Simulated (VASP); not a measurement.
**CuO: single point with PBE**

CuO:

```
CELL_PARAMETERS angstrom
2.43844 -1.78194 0.00000
2.43844 1.78194 0.00000
-0.89498 0.00000 5.05944
ATOMIC_POSITIONS crystal
Cu 0.49424 0.99425 0.50185
Cu 0.99425 0.49424 0.00185
O 0.44058 0.54793 0.75185
O 0.54793 0.44058 0.25185
```

```json
{
 "Program": "VASP 6.6.1",
 "Task": "single point",
 "Functional": "PBE",
 "Potentials or basis": "VASP PAW PBE potentials, release 64 (Cu, O)",
 "Cutoff": "520 eV",
 "k mesh": "8 × 8 × 5",
 "Occupations": "fermi-dirac, width 0.05 eV",
 "Spin": "no spin polarisation",
 "Dipole correction": "no",
 "Further INCAR settings": "ALGO = Normal; EDIFF = 1e-06; NBANDS = 25"
}
```

```yaml
Pressure: -3.1 GPa
Largest_force: 0.049 eV/Å
Band_gap_on_the_k_mesh: zero (bands 17 and 18 overlap by 0.58 eV)
```

Forces in eV/Å, atoms in the order of the input:
```
Cu   0.000  0.000  0.000
Cu   0.000  0.000  0.000
O    0.000  0.049  0.000
O    0.000 -0.049  0.000
```

Stress tensor (GPa, compression positive):
```
-7.43  0.00  2.48
 0.00 -0.33  0.00
 2.48  0.00 -1.41
```

Levels at points of the mesh, in eV from the Fermi level:
| k point | band 14 | band 15 | band 16 | band 17 | band 18 | band 19 | band 20 | band 21 |
| --- | --- | --- | --- | --- | --- | --- | --- | --- |
| (0.00, 0.00, 0.00) | -2.07 | -2.03 | -1.49 | 0.20 | 0.91 | 1.57 | 5.93 | 7.83 |
| (0.50, 0.00, 0.00) | -1.53 | -1.43 | -1.38 | 0.10 | 0.32 | 4.79 | 5.84 | 6.49 |
| (0.50, 0.50, 0.00) | -2.00 | -1.65 | -1.22 | -0.74 | 0.97 | 3.14 | 7.07 | 8.38 |

Run time: 120 s on 1 thread of Intel Xeon 8259CL, with other jobs on the host, peak memory 0.22 GiB.

Caveat: the stress differs along the axes, from -7 to -0 GPa; semilocal functionals often make such compounds metallic where correlation or magnetic order opens a gap, which also shifts bond lengths. With open d or f shells a metallic result of PBE can be an artefact of self-interaction; +U or a hybrid may open a gap.
